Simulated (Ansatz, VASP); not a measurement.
**One calculation of La3N2, two programs**

```
La N
1.0
     4.34405    0.00000    0.00000
     0.00000    4.34405    0.00000
     0.00000    0.00000    6.25351
La N
3 2
Direct
  0.50000 0.00000 0.87886
  0.00000 0.50000 0.87886
  0.50000 0.50000 0.25069
  0.50000 0.00000 0.57348
  0.00000 0.50000 0.57348
```

Alike in both runs: task single point; functional PBE; k mesh 4 × 4 × 4; occupations gaussian, width 0.1 eV; no spin polarisation.

|  | VASP | Ansatz |
| --- | --- | --- |
| version | VASP 6.6.1 | Ansatz 0.2.0 |
| potentials or method | VASP PAW PBE potentials, release 64 (La, N), cutoff 520 eV | scalar-relativistic, plane waves, PAW |
| valence electrons in the cell | 43 | 43 |

|  | VASP | Ansatz | Ansatz less VASP |
| --- | --- | --- | --- |
| gap on the k mesh at the Fermi level (eV) | none | none | - |
| pressure (GPa) | 3.7 | 3.6 | -0.07 |
| traceless stress, the component that is largest in VASP (GPa) | -10.18 | -10.45 | -0.267 |
| rms of the force components (eV/Å) | 1.721 | 1.711 | -0.0101 |

Atom by atom the forces differ by 0.047 eV/Å (rms over components). A gap of «none» marks a metal or a gap that the smearing closes. The functional is the same, so the differences come from potentials, cutoffs and numerics.

The k mesh is coarse, so the values compare programs but aren't converged. Spin-orbit coupling is off throughout.
